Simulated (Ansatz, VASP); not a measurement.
One calculation of Na, two programs

```
Na
1.0
    -4.22764    4.22764    4.22764
     4.22764   -4.22764    4.22764
     4.22764    4.22764   -4.22764
Na
8
Direct
  0.50000 0.00000 0.49947
  0.49947 0.50000 0.00000
  0.00000 0.99947 0.50000
  0.99947 0.50000 0.00000
  0.00000 0.49947 0.50000
  0.50000 0.00000 0.99947
  0.50053 0.50053 0.50053
  0.00053 0.00053 0.00053
```

Alike in both runs: functional r2SCAN; k mesh 6 × 6 × 6; occupations gaussian, width 0.1 eV; no spin polarisation.

Ansatz relaxed the structure, and its values are those at the end. VASP's run is a single point on that final structure, the one shown.

```csv
,VASP,Ansatz
version,VASP 6.6.1,Ansatz 0.2.0
potentials or method,"VASP PAW PBE potentials, release 64 (Na_pv), cutoff 520 eV","scalar-relativistic, plane waves, PAW"
valence electrons in the cell,56,72
```

|  | VASP | Ansatz | Ansatz less VASP |
| --- | --- | --- | --- |
| gap on the k mesh at the Fermi level (eV) | none | none | - |
| pressure (GPa) | 0.0 | 0.0 | -0.04 |
| rms of the force components (eV/Å) | 0.011 | 0.000 | -0.0108 |

VASP's potentials were made for PBE, not for r2SCAN. A gap of «none» marks a metal or a gap that the smearing closes. With one functional, cell and mesh, what is left measures potentials, basis and numerics. VASP's potentials hold 56 valence electrons a cell and Ansatz's 72, so a difference there can come from the potentials and not from the codes.
